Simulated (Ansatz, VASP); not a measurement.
## One calculation of ScIr3C, two programs

```
Sc Ir C
1.0
     4.68514    0.00000    0.00000
     0.00000    4.68514    0.00000
     0.00000    0.00000    4.68514
Sc Ir C
1 3 1
Direct
  0.00000 0.00000 0.00000
  0.50000 0.00000 0.00000
  0.00000 0.50000 0.00000
  0.00000 0.00000 0.50000
  0.50000 0.50000 0.50000
```

Alike in both runs: task single point; functional PBE; k mesh 5 × 5 × 5; occupations methfessel-paxton of order 1, width 0.05 eV; no spin polarisation.

|  | VASP | Ansatz |
| --- | --- | --- |
| version | VASP 6.6.1 | Ansatz 0.2.0 |
| potentials or method | VASP PAW PBE potentials, release 64 (Sc_sv, Ir, C), cutoff 520 eV | plane waves, PAW |
| valence electrons in the cell | 42 | 66 |

Ansatz gave:

```
pressure (GPa) : -1.2
```

Q: What did VASP give for the same quantities?

A: Pressure (GPa): -0.5.

VASP's potentials hold 42 valence electrons a cell and Ansatz's 66, so a difference there can come from the potentials and not from the codes.

Neither program's run includes spin-orbit coupling.
